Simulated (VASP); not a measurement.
# Na (Im-3m) in VASP: further runs

The runs below take Na through single point, with PBE+D3(BJ), PBE, PBE+D4.

Everything below comes from runs of VASP 6.6.1. Logs are shortened: lines on timing, memory, paths and dates and some standing lists are left out, and cuts for length are marked.

### Step 1. The cell of the first run

The structure is cubic, space group Im-3m (No. 229). Conventional cell: a = 4.084 Å, b = 4.084 Å, c = 4.084 Å, α = 90.00°, β = 90.00°, γ = 90.00°. Within 4.6 Å of Na (site symmetry m-3m) lie 14 Na at 3.54 to 4.08 Å.

### Step 2. Single point, PBE+D3(BJ)

INCAR reads:

```
SYSTEM = Na
ALGO = Fast
EDIFF = 1E-6
ENCUT = 520
GGA = PE
ISIF = 2
ISMEAR = -1
IVDW = 12
LASPH = .TRUE.
LCHARG = .FALSE.
LREAL = .FALSE.
LWAVE = .FALSE.
NBANDS = 10
NELM = 100
PREC = Accurate
SIGMA = 0.05
```

KPOINTS reads:

```
k-points
0
G
  9 9 9
  0 0 0
```

POSCAR reads:

```
Na
1.0
   -2.0420302389      2.0420302389      2.0420302389
    2.0420302389     -2.0420302389      2.0420302389
    2.0420302389      2.0420302389     -2.0420302389
Na
1
Direct
    0.0000000000      0.0000000000      0.0000000000
```

Potentials or basis: VASP PAW PBE potentials, release 64 (Na_pv).

Run with:

```sh
$ cat potpaw_PBE.64/Na_pv/POTCAR > POTCAR
$ mpirun -np 1 vasp_std > vasp.out
```

OUTCAR:

```text
SYSTEM = Na
   EDIFF = 1E-6
   ENCUT = 520
   GGA = PE
   ISIF = 2
   ISMEAR = -1
   IVDW = 12
   LASPH = .TRUE.
   LREAL = .FALSE.
   NELM = 100
   PREC = Accurate
 IVDW          = 12

 ion  position               nearest neighbor table
   1  0.000  0.000  0.000-

  LATTYP: Found a body centered cubic cell.
 ALAT       =     4.0840604778

  Lattice vectors:

 A1 = (  -2.0420302389,   2.0420302389,   2.0420302389)
 A2 = (   2.0420302389,  -2.0420302389,   2.0420302389)
 A3 = (   2.0420302389,   2.0420302389,  -2.0420302389)

Analysis of symmetry for initial positions (statically):
=====================================================================
 Subroutine PRICEL returns:
 Original cell was already a primitive cell.

 Routine SETGRP: Setting up the symmetry group for a
 body centered cubic supercell.

 Subroutine GETGRP returns: Found 48 space group operations
[... 9 lines left out ...]

 Routine SETGRP: Setting up the symmetry group for a
 body centered cubic supercell.

 Subroutine GETGRP returns: Found 48 space group operations
[... 11 lines left out ...]
                                     Primitive cell

  volume of cell :      34.0601

  direct lattice vectors                    reciprocal lattice vectors
    -2.042030239  2.042030239  2.042030239     0.000000000  0.244854356  0.244854356
     2.042030239 -2.042030239  2.042030239     0.244854356  0.000000000  0.244854356
     2.042030239  2.042030239 -2.042030239     0.244854356  0.244854356  0.000000000

  length of vectors
     3.536900124  3.536900124  3.536900124     0.346276352  0.346276352  0.346276352

  position of ions in fractional coordinates (direct lattice)
     0.000000000  0.000000000  0.000000000

  ion indices of the primitive-cell ions
   primitive index   ion index
                 1           1

----------------------------------------------------------------------------------------

 KPOINTS: k-points

Automatic generation of k-mesh.
 Grid dimensions read from file:
 generate k-points for:    9    9    9

 Generating k-lattice:

  Cartesian coordinates                     Fractional coordinates (reciprocal lattice)
     0.000000000  0.027206040  0.027206040     0.111111111  0.000000000  0.000000000
     0.027206040  0.000000000  0.027206040     0.000000000  0.111111111  0.000000000
     0.027206040  0.027206040  0.000000000     0.000000000  0.000000000  0.111111111

  Length of vectors
     0.038475150  0.038475150  0.038475150

  Shift w.r.t. Gamma in fractional coordinates (k-lattice)
     0.000000000  0.000000000  0.000000000

 Subroutine IBZKPT returns following result:
 ===========================================

 Found     35 irreducible k-points:

 Following reciprocal coordinates:
            Coordinates               Weight
  0.000000  0.000000  0.000000      1.000000
  0.111111  0.000000  0.000000     12.000000
  0.222222  0.000000  0.000000     12.000000
  0.333333  0.000000  0.000000     12.000000
  0.444444  0.000000  0.000000     12.000000
  0.111111  0.111111  0.000000     24.000000
[... 16 lines left out ...]
 -0.333333  0.444444  0.111111     48.000000
 -0.444444 -0.444444  0.111111     24.000000
 [... further k-points ...]
   k-points           NKPTS =     35   k-points in BZ     NKDIM =     35   number of bands    NBANDS=     10
   number of dos      NEDOS =    301   number of ions     NIONS =      1
   total plane-waves  NPLWV =  21952
   dimension x,y,z NGX =    28 NGY =   28 NGZ =   28
   dimension x,y,z NGXF=    56 NGYF=   56 NGZF=   56
   ions per type =               1
   NGX,Y,Z   is equivalent  to a cutoff of  13.16, 13.16, 13.16 a.u.
   NGXF,Y,Z  is equivalent  to a cutoff of  26.32, 26.32, 26.32 a.u.
 SYSTEM =  Na
   PREC   = accura    normal or accurate (medium, high low for compatibility)
   ISTART =      0    job   : 0-new  1-cont  2-samecut
   ICHARG =      2    charge: 1-file 2-atom 10-const
   ISPIN  =      1    spin polarized calculation?
   LNONCOLLINEAR =      F non collinear calculations
   LSORBIT =      F    spin-orbit coupling
   LASPH  =      T    aspherical Exc in radial PAW
   ENCUT  =  520.0 eV  38.22 Ry    6.18 a.u.   6.58  6.58  6.58*2*pi/ulx,y,z
   NELM   =    100;   NELMIN=  2; NELMDL= -5     # of ELM steps
   EDIFF  = 0.1E-05   stopping-criterion for ELM
   LREAL  =      F    real-space projection
   EDIFFG = 0.1E-04   stopping-criterion for IOM
   NSW    =      0    number of steps for IOM
   IBRION =     -1    ionic relax: 0-MD 1-quasi-New 2-CG
   NFREE  =      0    steps in history (QN), initial steepest desc. (CG)
   ISIF   =      2    stress and relaxation
   ISYM   =      2    0-nonsym 1-usesym 2-fastsym
   POTIM  = 0.5000    time-step for ionic-motion
   TEBEG  =    0.0;   TEEND  =   0.0 temperature during run
   PSTRESS=    0.0 pullay stress
   NELECT =       7.0000    total number of electrons
   NUPDOWN=      -1.0000    fix difference up-down
   EMIN   =  10.00;   EMAX   =-10.00  energy-range for DOS
   EFERMI =   0.00;   METHOD = LEGACY
   ISMEAR =    -1;   SIGMA  =   0.05  broadening in eV -4-tet -1-fermi 0-gaus
   EFERMI_NEDOS =   21; number of points for ismear=-14 and -15
   IALGO  =     68    algorithm
   IMIX   =      4    mixing-type and parameters
     AMIX     =   0.40;   BMIX     =  1.00
     AMIX_MAG =   1.60;   BMIX_MAG =  1.00
  volume/ion in A,a.u.               =      34.06       229.85
  Fermi-wavevector in a.u.,A,eV,Ry     =   0.966107  1.825678 12.699178  0.933363
  Thomas-Fermi vector in A             =   2.095881
   LORBIT       =      0    0 simple, 1 ext, 2 COOP (PROOUT), +10 PAW based schemes
   GGA     = PE    functional components
   LHFCALC =     F    Hartree Fock is set to
   AEXX    =    0.0000 exact exchange contribution
   IVDW    =    12    specifies the selected vdW correction
   LEPSILON=     F    determine dielectric tensor
   LRPA    =     F    only Hartree local field effects (RPA)
 non-spin polarized calculation
 RMM-DIIS sequential band-by-band and
  energy-cutoff  :      520.00
  volume of cell :       34.06
 maximum number of plane-waves:       939
   NGX = 13   NGY = 13   NGZ = 13

 number of electron       6.9999998 magnetization

 Free energy of the ion-electron system (eV)
  ---------------------------------------------------
  ext. energy  EPLUGINS =         0.00000000
  ---------------------------------------------------
  free energy    TOTEN  =        -1.31162994 eV

  energy without entropy =       -1.30857167  energy(sigma->0) =       -1.31010080

 E-fermi :   0.5691     XC(G=0):  -6.7270

 val. band max:        0.4699858171   @ k =  -0.3333   0.4444   0.1111
 cond. band min:       0.6771106083   @ k =   0.4444   0.0000   0.0000
 fundamental gap:      0.2071247912
 Fermi energy:         0.5690784756

 k-point     1 :       0.0000    0.0000    0.0000
  band No.  band energies     occupation
      1     -24.2544      2.00000
      2     -24.2544      2.00000
      3     -24.2544      2.00000
      4      -2.8766      2.00000
      5      12.8782      0.00000
      6      12.8782      0.00000
      7      12.8783      0.00000
      8      13.9278      0.00000
      9      13.9280      0.00000
     10      14.5227      0.00000

 k-point     2 :       0.1111    0.0000    0.0000
  band No.  band energies     occupation
      1     -24.2601      2.00000
      2     -24.2563      2.00000
      3     -24.2544      2.00000
      4      -2.6459      2.00000
      5      10.5585      0.00000
      6      11.7590      0.00000
      7      12.2327      0.00000
      8      12.7003      0.00000
      9      13.2659      0.00000
     10      15.0787      0.00000

 k-point     3 :       0.2222    0.0000    0.0000
  band No.  band energies     occupation
      1     -24.2745      2.00000
      2     -24.2611      2.00000
      3     -24.2544      2.00000
      4      -1.9603      2.00000
      5       7.6010      0.00000
      6      10.5019      0.00000
      7      11.3418      0.00000
      8      11.5502      0.00000
      9      12.6889      0.00000
     10      15.5047      0.00000

 k-point     4 :       0.3333    0.0000    0.0000
  band No.  band energies     occupation
      1     -24.2906      2.00000
      2     -24.2664      2.00000
      3     -24.2544      2.00000
      4      -0.8395      2.00000
      5       4.9558      0.00000
      6       9.6368      0.00000
      7      10.7044      0.00000
      8      10.7804      0.00000
      9      12.0260      0.00000
     10      16.4273      0.00000

 k-point     5 :       0.4444    0.0000    0.0000
  band No.  band energies     occupation
      1     -24.3011      2.00000
      2     -24.2700      2.00000
      3     -24.2544      2.00000
      4       0.6771      0.20668
      5       2.6796      0.00000
      6       9.2007      0.00000
      7      10.3816      0.00000
      8      10.3965      0.00000
      9      11.6298      0.00000
     10      17.3525      0.00000

 k-point     6 :       0.1111    0.1111    0.0000
  band No.  band energies     occupation
      1     -24.2700      2.00000
      2     -24.2584      2.00000
      3     -24.2558      2.00000
      4      -2.1877      2.00000
      5       8.9017      0.00000
      6       9.5187      0.00000
      7      11.3568      0.00000
      8      12.6453      0.00000
      9      13.5564      0.00000
     10      15.2620      0.00000

 k-point     7 :       0.2222    0.1111    0.0000
  band No.  band energies     occupation
      1     -24.2840      2.00000
      2     -24.2641      2.00000
      3     -24.2563      2.00000
      4      -1.2847      2.00000
      5       6.3452      0.00000
      6       8.2905      0.00000
      7      10.4599      0.00000
      8      12.0643      0.00000
      9      13.7572      0.00000
     10      14.8403      0.00000

 k-point     8 :       0.3333    0.1111    0.0000
  band No.  band energies     occupation
      1     -24.2959      2.00000
      2     -24.2698      2.00000
      3     -24.2565      2.00000
      4       0.0375      1.99995
      5       3.9125      0.00000
      6       7.6520      0.00000
      7       9.8896      0.00000
      8      11.5268      0.00000
      9      13.5967      0.00000
     10      15.5284      0.00000

 k-point     9 :       0.4444    0.1111   -0.0000
  band No.  band energies     occupation
      1     -24.3006      2.00000
      2     -24.2721      2.00000
      3     -24.2565      2.00000
      4       1.5160      0.00000
      5       2.0606      0.00000
      6       7.4412      0.00000
      7       9.6955      0.00000
      8      11.3367      0.00000
      9      13.4551      0.00000
     10      16.4144      0.00000
[... 118 lines left out ...]
 k-point    19 :      -0.2222    0.2222    0.1111
  band No.  band energies     occupation
      1     -24.2743      2.00000
      2     -24.2630      2.00000
      3     -24.2590      2.00000
      4      -1.7341      2.00000
      5       7.7549      0.00000
      6       9.3131      0.00000
      7      10.1784      0.00000
      8      12.1920      0.00000
      9      12.8812      0.00000
     10      14.5762      0.00000

 k-point    20 :      -0.3333    0.3333    0.1111
  band No.  band energies     occupation
      1     -24.2896      2.00000
      2     -24.2685      2.00000
      3     -24.2587      2.00000
      4      -0.6184      2.00000
      5       5.1487      0.00000
      6       8.5241      0.00000
      7       9.5238      0.00000
      8      12.2189      0.00000
      9      12.8083      0.00000
     10      13.9450      0.00000

 k-point    21 :      -0.2222    0.3333    0.1111
  band No.  band energies     occupation
      1     -24.2843      2.00000
      2     -24.2687      2.00000
      3     -24.2617      2.00000
      4      -0.8394      2.00000
      5       6.4230      0.00000
      6       7.2678      0.00000
      7      10.1826      0.00000
      8      11.5605      0.00000
      9      12.5577      0.00000
     10      16.1244      0.00000

 k-point    22 :      -0.4444    0.4444    0.1111
  band No.  band energies     occupation
      1     -24.2995      2.00000
      2     -24.2721      2.00000
      3     -24.2585      2.00000
      4       0.8899      0.00327
      5       2.8899      0.00000
      6       8.1273      0.00000
      7       9.1371      0.00000
      8      11.8658      0.00000
      9      13.0858      0.00000
     10      14.3757      0.00000

 k-point    23 :      -0.3333    0.4444    0.1111
  band No.  band energies     occupation
      1     -24.2938      2.00000
      2     -24.2749      2.00000
      3     -24.2621      2.00000
      4       0.4700      1.75776
      5       4.2900      0.00000
      6       6.3649      0.00000
      7      10.0352      0.00000
      8      11.9015      0.00000
      9      12.3050      0.00000
     10      15.3163      0.00000

 k-point    24 :      -0.4444   -0.4444    0.1111
  band No.  band energies     occupation
      1     -24.2977      2.00000
      2     -24.2775      2.00000
      3     -24.2620      2.00000
      4       1.9192      0.00000
      5       2.4921      0.00000
      6       6.1319      0.00000
      7       9.8951      0.00000
      8      11.7811      0.00000
      9      13.1353      0.00000
     10      14.3433      0.00000

 [... further k-points ...]

------------------------ aborting loop because EDIFF is reached ----------------------------------------

 Edisp (eV)   -0.16729

 E8    (eV) :    -0.0815

  FORCE on cell =-STRESS in cart. coord.  units (eV):
  Direction    XX          YY          ZZ          XY          YZ          ZX
  --------------------------------------------------------------------------------------
  -------------------------------------------------------------------------------------
  Total      -0.03221    -0.03221    -0.03221     0.00000     0.00000    -0.00000
  in kB      -1.51511    -1.51511    -1.51511     0.00000     0.00000    -0.00000
  external pressure =       -1.52 kB  Pullay stress =        0.00 kB

 VOLUME and BASIS-vectors are now :
 -----------------------------------------------------------------------------
  energy-cutoff  :      520.00
  volume of cell :       34.06
      direct lattice vectors                 reciprocal lattice vectors
    -2.042030239  2.042030239  2.042030239     0.000000000  0.244854356  0.244854356
     2.042030239 -2.042030239  2.042030239     0.244854356  0.000000000  0.244854356
     2.042030239  2.042030239 -2.042030239     0.244854356  0.244854356  0.000000000

 POSITION                                       TOTAL-FORCE (eV/Angst)
 -----------------------------------------------------------------------------------
      0.00000      0.00000      0.00000        -0.000000     -0.000000     -0.000000
 -----------------------------------------------------------------------------------
    total drift:                                0.000000     -0.000000      0.000000

  FREE ENERGIE OF THE ION-ELECTRON SYSTEM (eV)
  ---------------------------------------------------
  free  energy   TOTEN  =        -1.4789165006 eV

  energy  without entropy=       -1.4758582340  energy(sigma->0) =       -1.47738737
```

It took 11 s on 1 thread of AMD EPYC 7R13 (Zen 3), shared host; peak memory 0.12 GiB.

What came out:

```
Free energy                : -1.4789 eV
Pressure                   : -0.2 GPa
Dispersion energy per atom : -0.167 eV
```

Caveat: pairwise dispersion overbinds metals, which lowers pressure and volume.

### Step 3. Single point, PBE+D3(BJ)

This run uses another cell than the first one, of 34.26 Å³/atom, 1.006 times its volume.

INCAR reads:

```
PREC     = Accurate       # precision mode
ENCUT    = 520            # plane-wave cutoff, eV
EDIFF    = 1E-7           # SCF threshold, eV
ISMEAR   = -1             # smearing method
SIGMA    = 0.05           # smearing width, eV
LREAL    = False          # projectors in reciprocal space
LASPH    = True           # aspherical terms in the spheres
NELM     = 80             # most SCF steps
ALGO     = Fast           # electronic algorithm
ISIF     = 2              # what is computed and relaxed
LWAVE    = False          # write WAVECAR
LCHARG   = False          # write CHGCAR
GGA      = PE             # functional
IVDW     = 12             # dispersion correction
NBANDS   = 10             # bands
```

KPOINTS reads:

```
Automatic mesh
0
Gamma
  9 9 9
```

POSCAR reads:

```
Na
1.0
   -2.0460196706      2.0460196706      2.0460196706
    2.0460196706     -2.0460196706      2.0460196706
    2.0460196706      2.0460196706     -2.0460196706
Na
1
Direct
    0.0000000000      0.0000000000      0.0000000000
```

Potentials or basis: VASP PAW PBE potentials, release 64 (Na_pv).

Run with:

```sh
$ cat potpaw_PBE.64/Na_pv/POTCAR > POTCAR
$ mpirun -np 1 vasp_std > vasp.out
```

OUTCAR:

```text
PREC = Accurate
   ENCUT = 520
   EDIFF = 1E-7
   ISMEAR = -1
   LREAL = False
   LASPH = True
   NELM = 80
   ISIF = 2
   GGA = PE
   IVDW = 12
 IVDW          = 12

 ion  position               nearest neighbor table
   1  0.000  0.000  0.000-

  LATTYP: Found a body centered cubic cell.
 ALAT       =     4.0920393412

  Lattice vectors:

[... 488 lines left out ...]
      5       2.4651      0.00000
      6       6.0919      0.00000
      7       9.8431      0.00000
      8      11.7191      0.00000
      9      13.0743      0.00000
     10      14.2674      0.00000

 [... further k-points ...]

------------------------ aborting loop because EDIFF is reached ----------------------------------------

 Edisp (eV)   -0.16634

 E8    (eV) :    -0.0810

  FORCE on cell =-STRESS in cart. coord.  units (eV):
  Direction    XX          YY          ZZ          XY          YZ          ZX
  --------------------------------------------------------------------------------------
  -------------------------------------------------------------------------------------
  Total      -0.02184    -0.02184    -0.02184     0.00000     0.00000    -0.00000
  in kB      -1.02130    -1.02130    -1.02130     0.00000     0.00000    -0.00000
  external pressure =       -1.02 kB  Pullay stress =        0.00 kB

 VOLUME and BASIS-vectors are now :
 -----------------------------------------------------------------------------
  energy-cutoff  :      520.00
  volume of cell :       34.26
      direct lattice vectors                 reciprocal lattice vectors
    -2.046019671  2.046019671  2.046019671     0.000000000  0.244376927  0.244376927
     2.046019671 -2.046019671  2.046019671     0.244376927  0.000000000  0.244376927
     2.046019671  2.046019671 -2.046019671     0.244376927  0.244376927  0.000000000

 POSITION                                       TOTAL-FORCE (eV/Angst)
 -----------------------------------------------------------------------------------
      0.00000      0.00000      0.00000         0.000000      0.000000      0.000000
 -----------------------------------------------------------------------------------
    total drift:                                0.000000     -0.000000      0.000000

  FREE ENERGIE OF THE ION-ELECTRON SYSTEM (eV)
  ---------------------------------------------------
  free  energy   TOTEN  =        -1.4788460050 eV

  energy  without entropy=       -1.4757789526  energy(sigma->0) =       -1.47731248
```

OSZICAR:

```text
N       E                     dE             d eps       ncg     rms          rms(c)
DAV:   1     0.285738276395E+02    0.28574E+02   -0.39013E+03   700   0.604E+02
DAV:   2    -0.701439713052E+00   -0.29275E+02   -0.29153E+02   706   0.150E+02
DAV:   3    -0.130886122796E+01   -0.60742E+00   -0.60709E+00   842   0.236E+01
DAV:   4    -0.131344299714E+01   -0.45818E-02   -0.45815E-02   816   0.210E+00
DAV:   5    -0.131350021345E+01   -0.57216E-04   -0.57216E-04   816   0.222E-01    0.212E-01
RMM:   6    -0.131291232621E+01    0.58789E-03   -0.23458E-04   925   0.160E-01    0.141E-01
RMM:   7    -0.131249695186E+01    0.41537E-03   -0.54857E-04   940   0.235E-01    0.170E-02
RMM:   8    -0.131250028536E+01   -0.33335E-05   -0.13774E-04   977   0.208E-01    0.353E-03
RMM:   9    -0.131250306321E+01   -0.27779E-05   -0.29761E-05  1028   0.634E-02    0.262E-03
RMM:  10    -0.131250325638E+01   -0.19317E-06   -0.78362E-06   980   0.480E-02    0.207E-03
RMM:  11    -0.131250345244E+01   -0.19605E-06   -0.25039E-06  1025   0.178E-02    0.350E-04
RMM:  12    -0.131250350543E+01   -0.52997E-07   -0.52386E-07   688   0.106E-02
   1 F= -.14788460E+01 E0= -.14773125E+01  d E =-.306705E-02
```

stdout:

```text
POSCAR found type information on POSCAR Na
 POSCAR found :  1 types and       1 ions
 scaLAPACK will be used
 LDA part: xc-table for (Slater+PW92), standard interpolation
 POSCAR, INCAR and KPOINTS ok, starting setup
 FFT: planning ... GRIDC
 FFT: planning ... GRID_SOFT
 FFT: planning ... GRID
 WAVECAR not read
 entering main loop
```

It took 12 s on 1 thread of AMD EPYC 7R13 (Zen 3), shared host; peak memory 0.12 GiB.

Results:

| Property | Result |
| --- | --- |
| Free energy | -1.4788 eV |
| Pressure | -0.1 GPa |
| Dispersion energy per atom | -0.166 eV |

Caveat: three body term missing; pairwise dispersion overbinds metals, which lowers pressure and volume.

(Continued in part 2 of 2.)
